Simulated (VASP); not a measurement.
A run of VASP 6.6.1 is set up as follows.

File INCAR:

```
PREC = Accurate
ENCUT = 520
EDIFF = 1E-6
ISMEAR = 0
SIGMA = 0.05
LREAL = False
LASPH = True
NELM = 80
ALGO = Normal
ISIF = 2
LWAVE = False
LCHARG = False
GGA = PE
IVDW = 12
NBANDS = 16
```

File KPOINTS:

```
Automatic mesh
0
Gamma
  12 12 4
```

The input POSCAR:

```
BN
1.0
    2.5064381059      0.0000000000      0.0000000000
   -1.2532190530      2.1706390727      0.0000000000
    0.0000000000      0.0000000000      6.6168468515
B N
2 2
Direct
    0.3333333333      0.6666666667      0.2500000000
    0.6666666667      0.3333333333      0.7500000000
    0.2642292608      0.5284585215      0.7500000000
    0.6666666667      0.3333333333      0.2500000000
```

Potentials or basis: VASP PAW PBE potentials, release 64 (B, N).

Launch:

```console
$ cat potpaw_PBE.64/B/POTCAR potpaw_PBE.64/N/POTCAR > POTCAR
$ mpirun -np 1 vasp_std > vasp.out
```

Predict the dispersion energy per atom.

-0.142 eV.

Estimate the band gap on the k mesh.

2.16 eV, indirect (least direct gap 3.49 eV).

What does it give for the largest force?

6.357 eV/Å.

What does it give for the pressure?

11.7 GPa.

Stress tensor (GPa, compression positive):
```
30.54  0.00  0.00
 0.00  4.67  0.00
 0.00  0.00 -0.22
```

Caveat: the cell differs from its parent crystal (atom 3 (N) moved by (-0.300, +0.000) A along y and z); forces of over 1 eV/Å act on the atoms, so gaps and moduli don't describe the material at rest. A k mesh can miss the band edges.
